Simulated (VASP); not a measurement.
# AlN (P2_1) in VASP: further runs

Runs on AlN. Level: PBE. Tasks: single point.

Everything below comes from runs of VASP 6.6.1. Logs are shortened: lines on timing, memory, paths and dates and some standing lists are left out, and cuts for length are marked.

### Step 1. The cell of the first run

Symmetry: P2_1, No. 4, monoclinic system. Conventional cell: a = 3.104 Å, b = 4.975 Å, c = 3.104 Å, α = 90.00°, β = 120.00°, γ = 90.00°. Al (site symmetry 1) has 4 N at 1.88 to 1.90 Å within 2.5 Å. N (site symmetry 1) has 4 Al at 1.88 to 1.90 Å within 2.5 Å.

### Step 2. Single point, PBE (atoms displaced along a vibrational mode, the cell strained)

Contents of INCAR:

```
PREC = Accurate
ENCUT = 520
EDIFF = 1E-7
ISMEAR = 0
SIGMA = 0.05
LREAL = F
LASPH = T
NELM = 60
ALGO = Normal
ISIF = 2
LWAVE = F
LCHARG = T
GGA = PE
LELF = T
LVHAR = T
NBANDS = 16
```

Contents of KPOINTS:

```
regular mesh
0
Gamma
  9 9 6
```

Contents of POSCAR:

```
AlN
1.0
    3.1039109035      0.0000000000      0.0000000000
   -1.5519554517      2.6880656936      0.0000000000
    0.0000000000      0.0000000000      4.9753155601
Al N
2 2
Direct
    0.3145786745      0.6666666667      0.0017290859
    0.6854213255      0.3333333333      0.5017290859
    0.3499209514      0.6666666667      0.3832709141
    0.6500790486      0.3333333333      0.8832709141
```

Potentials or basis: VASP PAW PBE potentials, release 64 (Al, N).

Started as:

```
$ cat potpaw_PBE.64/Al/POTCAR potpaw_PBE.64/N/POTCAR > POTCAR
$ mpirun -np 1 vasp_std > vasp.out
```

OUTCAR:

```text
PREC = Accurate
   ENCUT = 520
   EDIFF = 1E-7
   ISMEAR = 0
   LREAL = F
   LASPH = T
   NELM = 60
   ISIF = 2
   GGA = PE

 ion  position               nearest neighbor table
   1  0.315  0.667  0.002-   4 1.88   4 1.89   4 1.89   3 1.90   2 3.01   2 3.01   2 3.07   2 3.07
                             2 3.13   2 3.13
   2  0.685  0.333  0.502-   3 1.88   3 1.89   3 1.89   4 1.90   1 3.01   1 3.01   1 3.07   1 3.07
                             1 3.13   1 3.13
   3  0.350  0.667  0.383-   2 1.88   2 1.89   2 1.89   1 1.90
   4  0.650  0.333  0.883-   1 1.88   1 1.89   1 1.89   2 1.90

  LATTYP: Found a hexagonal cell.
 ALAT       =     3.1039109035
 C/A-ratio  =     1.6029182908

  Lattice vectors:

 A1 = (   3.1039109035,   0.0000000000,   0.0000000000)
 A2 = (  -1.5519554517,   2.6880656936,   0.0000000000)
 A3 = (   0.0000000000,   0.0000000000,   4.9753155601)

Analysis of symmetry for initial positions (statically):
=====================================================================
 Subroutine PRICEL returns:
 Original cell was already a primitive cell.

 Routine SETGRP: Setting up the symmetry group for a
 hexagonal supercell.

 Subroutine GETGRP returns: Found  2 space group operations
 (whereof  1 operations were pure point group operations)
 out of a pool of 24 trial point group operations.

The static configuration has the point symmetry C_1 .
 The point group associated with its full space group is C_2 .

Analysis of symmetry for dynamics (positions and initial velocities):
=====================================================================
 Subroutine PRICEL returns:
 Original cell was already a primitive cell.

 Routine SETGRP: Setting up the symmetry group for a
 hexagonal supercell.

 Subroutine GETGRP returns: Found  2 space group operations
 (whereof  1 operations were pure point group operations)
 out of a pool of 24 trial point group operations.

The dynamic configuration has the point symmetry C_1 .
 The point group associated with its full space group is C_2 .

 Subroutine INISYM returns: Found  2 space group operations
 (whereof  1 operations are pure point group operations),
 and found     1 'primitive' translations

----------------------------------------------------------------------------------------

                                     Primitive cell

  volume of cell :      41.5116

  direct lattice vectors                    reciprocal lattice vectors
     3.103910904  0.000000000  0.000000000     0.322174196  0.186007359  0.000000000
    -1.551955452  2.688065694  0.000000000     0.000000000  0.372014718  0.000000000
     0.000000000  0.000000000  4.975315560     0.000000000  0.000000000  0.200992276

  length of vectors
     3.103910904  3.103910904  4.975315560     0.372014718  0.372014718  0.200992276

  position of ions in fractional coordinates (direct lattice)
     0.314578674  0.666666667  0.001729086
     0.685421326  0.333333333  0.501729086
     0.349920951  0.666666667  0.383270914
     0.650079049  0.333333333  0.883270914

  ion indices of the primitive-cell ions
   primitive index   ion index
                 1           1
                 2           2
                 3           3
                 4           4

----------------------------------------------------------------------------------------

 KPOINTS: regular mesh

Automatic generation of k-mesh.
 Grid dimensions read from file:
 generate k-points for:    9    9    6

 Generating k-lattice:

  Cartesian coordinates                     Fractional coordinates (reciprocal lattice)
     0.035797133  0.020667484  0.000000000     0.111111111 -0.000000000  0.000000000
     0.000000000  0.041334969  0.000000000     0.000000000  0.111111111  0.000000000
     0.000000000  0.000000000  0.033498713     0.000000000  0.000000000  0.166666667

  Length of vectors
     0.041334969  0.041334969  0.033498713

  Shift w.r.t. Gamma in fractional coordinates (k-lattice)
     0.000000000  0.000000000  0.000000000

 Subroutine IBZKPT returns following result:
 ===========================================

 Found    164 irreducible k-points:

 Following reciprocal coordinates:
            Coordinates               Weight
  0.000000  0.000000  0.000000      1.000000
  0.111111 -0.000000  0.000000      2.000000
  0.000000  0.111111  0.000000      2.000000
 -0.111111  0.111111  0.000000      2.000000
  0.222222  0.000000  0.000000      2.000000
  0.000000  0.222222  0.000000      2.000000
[... 16 lines left out ...]
  0.333333  0.111111  0.000000      2.000000
 -0.111111  0.444444  0.000000      2.000000
 [... further k-points ...]
   k-points           NKPTS =    164   k-points in BZ     NKDIM =    164   number of bands    NBANDS=     16
   number of dos      NEDOS =    301   number of ions     NIONS =      4
   total plane-waves  NPLWV =  23040
   dimension x,y,z NGX =    24 NGY =   24 NGZ =   40
   dimension x,y,z NGXF=    48 NGYF=   48 NGZF=   80
[... 36 lines left out ...]
  Thomas-Fermi vector in A             =   2.327464
   LORBIT       =      0    0 simple, 1 ext, 2 COOP (PROOUT), +10 PAW based schemes
   GGA     = PE    functional components
   LHFCALC =     F    Hartree Fock is set to
   AEXX    =    0.0000 exact exchange contribution
   IVDW    =     0    specifies the selected vdW correction
   LEPSILON=     F    determine dielectric tensor
   LRPA    =     F    only Hartree local field effects (RPA)
 non-spin polarized calculation
 Gauss-broadening in eV      SIGMA  =   0.05
  energy-cutoff  :      520.00
  volume of cell :       41.51
 maximum number of plane-waves:      1130
   NGX = 11   NGY = 11   NGZ = 19

 number of electron      15.9999998 magnetization

 Free energy of the ion-electron system (eV)
  ---------------------------------------------------
  ext. energy  EPLUGINS =         0.00000000
  ---------------------------------------------------
  free energy    TOTEN  =       -29.73836003 eV

  energy without entropy =      -29.73836003  energy(sigma->0) =      -29.73836003

 E-fermi :   6.4784     XC(G=0): -10.9393

 val. band max:        6.2315069207   @ k =   0.0000   0.0000   0.0000
 cond. band min:      10.4573404271   @ k =   0.0000   0.0000   0.0000
 fundamental gap:      4.2258335064
 Fermi energy:         6.4784276592

 k-point     1 :       0.0000    0.0000    0.0000
  band No.  band energies     occupation
      1      -9.0089      2.00000
      2      -6.8458      2.00000
      3       0.1931      2.00000
      4       5.3302      2.00000
      5       5.3788      2.00000
      6       5.9109      2.00000
[... 8 lines left out ...]
     15      19.3778      0.00000
     16      19.6802      0.00000

 k-point     2 :       0.1111   -0.0000    0.0000
  band No.  band energies     occupation
      1      -8.8514      2.00000
      2      -6.7552      2.00000
      3       0.3798      2.00000
      4       4.6343      2.00000
      5       5.1488      2.00000
      6       5.2784      2.00000
[... 8 lines left out ...]
     15      19.2072      0.00000
     16      19.5370      0.00000

 k-point     3 :       0.0000    0.1111    0.0000
  band No.  band energies     occupation
      1      -8.8510      2.00000
      2      -6.7568      2.00000
      3       0.3810      2.00000
      4       4.6483      2.00000
      5       5.1536      2.00000
      6       5.3179      2.00000
[... 8 lines left out ...]
     15      19.1964      0.00000
     16      19.4737      0.00000

 k-point     4 :      -0.1111    0.1111    0.0000
  band No.  band energies     occupation
      1      -8.8505      2.00000
      2      -6.7582      2.00000
      3       0.3820      2.00000
      4       4.6503      2.00000
      5       5.1633      2.00000
      6       5.3637      2.00000
[... 8 lines left out ...]
     15      19.2692      0.00000
     16      19.4734      0.00000
[... 324 lines left out ...]
 k-point    22 :       0.3333   -0.1111    0.0000
  band No.  band energies     occupation
      1      -7.9980      2.00000
      2      -6.3675      2.00000
      3       1.4333      2.00000
      4       2.3606      2.00000
      5       3.1406      2.00000
      6       4.4420      2.00000
[... 8 lines left out ...]
     15      18.8436      0.00000
     16      20.2071      0.00000

 k-point    23 :       0.3333    0.1111    0.0000
  band No.  band energies     occupation
      1      -7.3581      2.00000
      2      -6.2229      2.00000
      3       1.1748      2.00000
      4       2.3048      2.00000
      5       2.4522      2.00000
      6       3.8938      2.00000
[... 8 lines left out ...]
     15      18.8635      0.00000
     16      21.1332      0.00000

 k-point    24 :      -0.1111    0.4444    0.0000
  band No.  band energies     occupation
      1      -7.3339      2.00000
      2      -6.2678      2.00000
      3       1.2987      2.00000
      4       2.3414      2.00000
      5       2.4525      2.00000
      6       3.8350      2.00000
[... 8 lines left out ...]
     15      18.6666      0.00000
     16      21.0010      0.00000

 [... further k-points ...]
[... 5 lines left out ...]
  --------------------------------------------------------------------------------------
  -------------------------------------------------------------------------------------
  Total        1.2154465      1.3007690      1.2300197     -0.0463909      0.0000000      0.0000000
  in kB       46.9112157     50.2043119     47.4736799     -1.7904974      0.0000000      0.0000000
  external PRESSURE =      48.1964025 kB  Pullay stress =       0.0000000 kB

 VOLUME and BASIS-vectors are now :
 -----------------------------------------------------------------------------
  energy-cutoff  :      520.00
  volume of cell :       41.51
      direct lattice vectors                 reciprocal lattice vectors
     3.103910904  0.000000000  0.000000000     0.322174196  0.186007359  0.000000000
    -1.551955452  2.688065694  0.000000000     0.000000000  0.372014718  0.000000000
     0.000000000  0.000000000  4.975315560     0.000000000  0.000000000  0.200992276

 POSITION                                       TOTAL-FORCE (eV/Angst)
 -----------------------------------------------------------------------------------
     -0.05821      1.79204      0.00860         0.329758      0.016056      0.014073
      1.61017      0.89602      2.49626        -0.329758     -0.016056      0.014073
      0.05149      1.79204      1.90689        -0.141008      0.006901     -0.014073
      1.50047      0.89602      4.39455         0.141008     -0.006901     -0.014073
 -----------------------------------------------------------------------------------
    total drift:                                0.000000      0.000000     -0.000310

  FREE ENERGIE OF THE ION-ELECTRON SYSTEM (eV)
  ---------------------------------------------------
  free  energy   TOTEN  =       -29.7383600310 eV

  energy  without entropy=      -29.7383600310  energy(sigma->0) =      -29.73836003
```

Wall time 2 min (1 thread of Intel Xeon 8259CL, shared host); peak memory 0.22 GiB.

What came out:

```
Free energy            : -29.7384 eV
Pressure               : 4.8 GPa
Largest force          : 0.330 eV/Å
Band gap on the k mesh : 4.23 eV
```

Forces on the atoms (eV/Å):
```
Al   0.330  0.016  0.014
Al  -0.330 -0.016  0.014
N   -0.141  0.007 -0.014
N    0.141 -0.007 -0.014
```

Stress tensor (GPa, compression positive):
```
 4.69 -0.18  0.00
-0.18  5.02  0.00
 0.00  0.00  4.75
```

Caveat: the cell differs from its parent crystal (atoms displaced along a vibrational mode, the cell strained); the cell stands under pressure; an odd mesh through Γ misses points on the zone boundary, where band edges can lie.

### Step 3. Single point, PBE (atoms displaced along a vibrational mode)

Edit INCAR of step 2 so:

```diff
@@ -11,6 +11,4 @@
 LWAVE = F
-LCHARG = T
+LCHARG = F
 GGA = PE
-LELF = T
-LVHAR = T
 NBANDS = 16
```

Contents of KPOINTS:

```
Automatic mesh
0
Gamma
  9 9 6
```

Contents of POSCAR:

```
AlN
1.0
    3.1298889821      0.0000000000      0.0000000000
   -1.5649444910      2.7105633695      0.0000000000
    0.0000000000      0.0000000000      5.0169562974
Al N
2 2
Direct
    0.3145786745      0.6666666667      0.0017290859
    0.6854213255      0.3333333333      0.5017290859
    0.3499209514      0.6666666667      0.3832709141
    0.6500790486      0.3333333333      0.8832709141
```

Potentials or basis: VASP PAW PBE potentials, release 64 (Al, N).

Started as:

```
$ cat potpaw_PBE.64/Al/POTCAR potpaw_PBE.64/N/POTCAR > POTCAR
$ mpirun -np 1 vasp_std > vasp.out
```

Run time: 2 min. Hardware: 1 thread of Intel Xeon 8259CL, shared host; peak memory 0.22 GiB.

It converged, with:

```yaml
Free_energy: -29.7535 eV
Pressure: -0.3 GPa
Largest_force: 0.328 eV/Å
Band_gap_on_the_k_mesh: 4.01 eV
```

Forces on the atoms (eV/Å):
```
Al   0.327  0.015  0.021
Al  -0.327 -0.015  0.021
N   -0.151  0.007 -0.021
N    0.151 -0.007 -0.021
```

Stress tensor (GPa, compression positive):
```
-0.51 -0.23  0.00
-0.23 -0.19  0.00
 0.00  0.00 -0.10
```

Levels at points of the mesh, in eV from the valence-band top:
| k point | band 5 | band 6 | band 7 | band 8 | band 9 | band 10 | band 11 | band 12 |
| --- | --- | --- | --- | --- | --- | --- | --- | --- |
| (0.00, 0.00, 0.00) | -0.84 | -0.31 | -0.14 | 0.00 | 4.01 | 6.48 | 10.39 | 10.79 |
| (0.00, 0.00, 0.50) | -0.58 | -0.58 | -0.53 | -0.53 | 6.27 | 6.27 | 10.13 | 10.13 |

Caveat: the cell differs from its parent crystal (atoms displaced along a vibrational mode).

### Step 4. Single point, PBE (atoms displaced along a vibrational mode, the cell strained)

Contents of INCAR:

```
  PREC = Accurate
  ENCUT = 520
  EDIFF = 1E-6
  ISMEAR = 0
  SIGMA = 0.05
  LREAL = F
  LASPH = T
  NELM = 60
  ALGO = Normal
  ISIF = 2
  LWAVE = F
  LCHARG = F
  GGA = PE
  NBANDS = 16
```

KPOINTS is that of step 3.

Contents of POSCAR:

```
AlN
1.0
    3.1558670606      0.0000000000      0.0000000000
   -1.5779335303      2.7330610455      0.0000000000
    0.0000000000      0.0000000000      5.0585970347
Al N
2 2
Direct
    0.3239719789      0.6666666667      0.0017290859
    0.6760280211      0.3333333333      0.5017290859
    0.3416130132      0.6666666667      0.3832709141
    0.6583869868      0.3333333333      0.8832709141
```

Started as:

```
$ cat potpaw_PBE.64/Al/POTCAR potpaw_PBE.64/N/POTCAR > POTCAR
$ mpirun -np 1 vasp_std > vasp.out
```

Wall time 2 min (1 thread of Intel Xeon 8259CL, shared host); peak memory 0.22 GiB.

Results (log left out):

| Quantity | Value |
| --- | --- |
| Free energy | -29.7574 eV |
| Pressure | -4.8 GPa |
| Largest force | 0.162 eV/Å |
| Band gap on the k mesh | 3.82 eV |

Forces in eV/Å, atoms in the order of the input:
```
Al   0.162  0.004  0.013
Al  -0.162 -0.004  0.013
N   -0.080  0.002 -0.013
N    0.080 -0.002 -0.013
```

Stress tensor (GPa, compression positive):
```
-4.96 -0.14  0.00
-0.14 -4.88  0.00
 0.00  0.00 -4.48
```

Levels at points of the mesh, in eV from the valence-band top:
```tsv
k point	band 5	band 6	band 7	band 8	band 9	band 10	band 11	band 12
(0.00, 0.00, 0.00)	-0.83	-0.25	-0.16	0.00	3.82	6.29	10.24	10.73
(0.00, 0.00, 0.50)	-0.54	-0.54	-0.52	-0.52	6.09	6.09	9.96	9.96
```

Caveat: the cell differs from its parent crystal (atoms displaced along a vibrational mode, the cell strained); the cell stands under tension.

### Step 5. Single point, PBE (atoms displaced along a vibrational mode, the cell strained)

Contents of INCAR:

```
SYSTEM = AlN
PREC = Accurate
ENCUT = 520
EDIFF = 1E-7
ISMEAR = 0
SIGMA = 0.05
LREAL = .FALSE.
LASPH = .TRUE.
NELM = 80
ALGO = Normal
ISIF = 2
LWAVE = .FALSE.
LCHARG = .TRUE.
GGA = PE
LELF = .TRUE.
LVHAR = .TRUE.
NBANDS = 16
```

Contents of KPOINTS:

```
regular mesh
0
G
  9 9 6
  0 0 0
```

Contents of POSCAR:

```
AlN
1.0
    3.1558670606      0.0000000000      0.0000000000
   -1.5779335303      2.7330610455      0.0000000000
    0.0000000000      0.0000000000      5.0585970347
Al N
2 2
Direct
    0.3145786745      0.6666666667      0.0017290859
    0.6854213255      0.3333333333      0.5017290859
    0.3499209514      0.6666666667      0.3832709141
    0.6500790486      0.3333333333      0.8832709141
```

Started as:

```
$ cat potpaw_PBE.64/Al/POTCAR potpaw_PBE.64/N/POTCAR > POTCAR
$ mpirun -np 1 vasp_std > vasp.out
```

It took 2.6 min on 1 thread of Intel Xeon 8259CL, shared host; peak memory 0.22 GiB.

Results (log left out):

| Property | Result |
| --- | --- |
| Free energy | -29.7367 eV |
| Pressure | -4.8 GPa |
| Largest force | 0.325 eV/Å |
| Band gap on the k mesh | 3.79 eV |

Forces in eV/Å, atoms in the order of the input:
```
Al   0.324  0.015  0.027
Al  -0.324 -0.015  0.027
N   -0.160  0.006 -0.027
N    0.160 -0.006 -0.027
```

Stress tensor (GPa, compression positive):
```
-5.19 -0.28  0.00
-0.28 -4.87  0.00
 0.00  0.00 -4.45
```

Levels at points of the mesh, in eV from the valence-band top:
| k point | band 5 | band 6 | band 7 | band 8 | band 9 | band 10 | band 11 | band 12 |
| --- | --- | --- | --- | --- | --- | --- | --- | --- |
| (0.00, 0.00, 0.00) | -0.83 | -0.30 | -0.14 | 0.00 | 3.79 | 6.27 | 10.19 | 10.62 |
| (0.00, 0.00, 0.50) | -0.57 | -0.57 | -0.52 | -0.52 | 6.06 | 6.06 | 9.93 | 9.93 |

Caveat: the cell differs from its parent crystal (atoms displaced along a vibrational mode, the cell strained); the cell stands under tension.

### Step 6. Single point, PBE (atoms displaced along a vibrational mode, the cell strained)

Contents of INCAR:

```
SYSTEM = AlN
PREC = Accurate ; ENCUT = 520
EDIFF = 1E-6 ; ISMEAR = 0
SIGMA = 0.05 ; LREAL = .FALSE.
LASPH = .TRUE. ; NELM = 60
ALGO = Normal ; ISIF = 2
LWAVE = .FALSE. ; LCHARG = .FALSE.
GGA = PE ; NBANDS = 16
```

Contents of KPOINTS:

```
Automatic mesh
0
G
  9 9 6
  0 0 0
```

Contents of POSCAR:

```
AlN
1.0
    3.1821581281      0.0000000000      0.0000000000
   -1.5910790640      2.7558297778      0.0000000000
    0.0000000000      0.0000000000      5.1007394676
Al N
2 2
Direct
    0.3239719789      0.6666666667      0.0017290859
    0.6760280211      0.3333333333      0.5017290859
    0.3416130132      0.6666666667      0.3832709141
    0.6583869868      0.3333333333      0.8832709141
```

Potentials or basis: VASP PAW PBE potentials, release 64 (Al, N).

Started as:

```
$ cat potpaw_PBE.64/Al/POTCAR potpaw_PBE.64/N/POTCAR > POTCAR
$ mpirun -np 1 vasp_std > vasp.out
```

Wall time 2 min (1 thread of Intel Xeon 8259CL, shared host); peak memory 0.22 GiB.

The run converged. Its results:

* Free energy: -29.7105 eV
* Pressure: -8.9 GPa
* Largest force: 0.161 eV/Å
* Band gap on the k mesh: 3.61 eV

Forces on the atoms (eV/Å):
```
Al   0.160  0.004  0.020
Al  -0.160 -0.004  0.020
N   -0.084  0.001 -0.020
N    0.084 -0.001 -0.020
```

Stress tensor (GPa, compression positive):
```
-9.20 -0.16  0.00
-0.16 -9.12  0.00
 0.00  0.00 -8.45
```

Levels at points of the mesh, in eV from the valence-band top:
```
           k point  band 5  band 6  band 7  band 8  band 9  band 10  band 11  band 12
(0.00, 0.00, 0.00)   -0.82   -0.24   -0.16    0.00    3.61     6.08    10.05    10.55
(0.00, 0.00, 0.50)   -0.54   -0.54   -0.51   -0.51    5.88     5.88     9.76     9.76
```

Caveat: the cell differs from its parent crystal (atoms displaced along a vibrational mode, the cell strained); the cell stands under tension.

### Step 7. The runs side by side

| cell | gap on the mesh (eV) | pressure (GPa) | largest force (eV/Å) |
| --- | --- | --- | --- |
| a = 3.104, b = 3.104, c = 4.975 Å, angles 90.0, 90.0, 120.0°, 4 atoms, atomic positions A | 4.23 | 4.8 | 0.33 |
| a = 3.130, b = 3.130, c = 5.017 Å, angles 90.0, 90.0, 120.0°, 4 atoms, atomic positions A | 4.01 | -0.3 | 0.33 |
| a = 3.156, b = 3.156, c = 5.059 Å, angles 90.0, 90.0, 120.0°, 4 atoms, atomic positions B | 3.82 | -4.8 | 0.16 |
| a = 3.156, b = 3.156, c = 5.059 Å, angles 90.0, 90.0, 120.0°, 4 atoms, atomic positions A | 3.79 | -4.8 | 0.32 |
| a = 3.182, b = 3.182, c = 5.101 Å, angles 90.0, 90.0, 120.0°, 4 atoms, atomic positions B | 3.61 | -8.9 | 0.16 |

Alike in all rows: task single point; level PBE; potentials or basis VASP PAW PBE potentials, release 64 (Al, N); no spin polarisation; k mesh 9 × 9 × 6; cutoff (eV) 520; smearing gaussian 0.05 eV.

Caveats: the cell stands under tension (at least some runs); the cell stands under pressure (at least some runs); an odd mesh through Γ misses points on the zone boundary, where band edges can lie (at least some runs).

Absolute energies hang on the potentials; compare differences alone.
